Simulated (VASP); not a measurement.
Write the native input for VASP 6.6.1 that does the following.

- Task: electric field gradients
- Functional: PBEsol
- Potentials or basis: VASP PAW PBE potentials, release 64 (In_d, P)
- Cutoff: 520 eV
- k mesh: 11 × 11 × 11
- Occupations: fermi-dirac, width 0.03 eV
- Spin: no spin polarisation
- Dipole correction: no
- Further INCAR settings: ALGO = Normal; EDIFF = 1e-08; NBANDS = 16

The structure of InP lies in POSCAR:

```
InP
1.0
    0.0000000000      2.8358383488      2.8358383488
    2.8358383488      0.0000000000      2.8358383488
    2.8358383488      2.8358383488      0.0000000000
In P
1 1
Direct
    0.0000000000      0.0000000000      0.0000000000
    0.5000000000      0.5000000000      0.5000000000
```

This cell differs from its parent crystal: volume scaled by 0.98.

The input as run:

INCAR

```
SYSTEM = InP
PREC = Accurate
ENCUT = 520
EDIFF = 1E-8
ISMEAR = -1
SIGMA = 0.03
LREAL = .False.
LASPH = .True.
NELM = 100
ALGO = Normal
ISIF = 2
LWAVE = .False.
LCHARG = .False.
GGA = PS
LEFG = .True.
NBANDS = 16
```

KPOINTS

```
Automatic mesh
0
Gamma
  11 11 11
  0 0 0
```

Potentials or basis: VASP PAW PBE potentials, release 64 (In_d, P).

Command:

```sh
$ cat potpaw_PBE.64/In_d/POTCAR potpaw_PBE.64/P/POTCAR > POTCAR
$ mpirun -np 1 vasp_std > vasp.out
```

It gave:

The pressure is -7.3 GPa and the band gap on the k mesh is zero (band 9 reaches 6.38 eV, above the bottom of band 10 at 3.99 eV).

Caveat: without QUAD_EFG the Cq values of the log hold for a quadrupole moment of 1 mb, not for the nuclei; the PAW data sets were made with another functional, which shifts forces and pressure a little; spin-orbit coupling is left out, which moves the levels of the heavy elements.

Wall time 43 s on 1 thread of Intel(R) Xeon(R) Platinum 8259CL CPU @ 2.50GHz (Skylake/Cascade Lake), with other jobs on the host, peak memory 0.19 GiB.
